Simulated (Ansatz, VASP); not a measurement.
BaS in VASP and in Ansatz

```xyz
2
Lattice="0.0000 3.2130 3.2130 3.2130 0.0000 3.2130 3.2130 3.2130 0.0000" Properties=species:S:1:pos:R:3 pbc="T T T"
Ba    0.0000    0.0000    0.0000
S     3.2130    3.2130    3.2130
```

Alike in both runs: task single point; functional PBE; k mesh 12 × 12 × 12; occupations fermi-dirac, width 0.05 eV; non-collinear spin, spin-orbit coupling.

|  | VASP | Ansatz |
| --- | --- | --- |
| version | VASP 6.6.1 | Ansatz 0.2.0 |
| potentials or method | VASP PAW PBE potentials, release 64 (Ba_sv, S), cutoff 520 eV | all-electron LAPW |

```csv
,VASP,Ansatz,Ansatz less VASP
pressure (GPa),0.6,0.0,-0.55
net moment per atom (μB),0.00,0.00,0.000
```

Ansatz ran all-electron here, and VASP with PAW potentials.
